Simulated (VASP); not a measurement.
Input of a VASP 6.6.1 run:

Contents of INCAR:

```
SYSTEM = Ge
ALGO = Normal
EDIFF = 1E-7
ENCUT = 520
GGA = RP
ISIF = 2
ISMEAR = -1
IVDW = 13
LASPH = .TRUE.
LCHARG = .TRUE.
LELF = .TRUE.
LREAL = .FALSE.
LVHAR = .TRUE.
LWAVE = .FALSE.
NBANDS = 21
NELM = 80
PREC = Accurate
SIGMA = 0.05
```

File KPOINTS:

```
k-points
0
G
  8 8 8
  0 0 0
```

Contents of POSCAR:

```
Ge
1.0
    0.0000000000      2.7711609388      2.7711609388
    2.7711609388      0.0000000000      2.7711609388
    2.7711609388      2.7711609388      0.0000000000
Ge
2
Direct
    0.7500000000      0.7500000000      0.7500000000
    0.5000000000      0.5000000000      0.5000000000
```

Potentials or basis: VASP PAW PBE potentials, release 64 (Ge_d).

Launch:

```console
$ cat potpaw_PBE.64/Ge_d/POTCAR > POTCAR
$ mpirun -np 1 vasp_std > vasp.out
```

(1) Estimate the band gap on the k mesh.

(2) Predict the pressure.

(3) What does it give for the dispersion energy per atom?

## Answers

(1) 0.46 eV, indirect (least direct gap 0.73 eV).

(2) 5.4 GPa.

(3) -0.651 eV.

Caveat: the PAW data sets were made with another functional, which shifts forces and pressure a little.
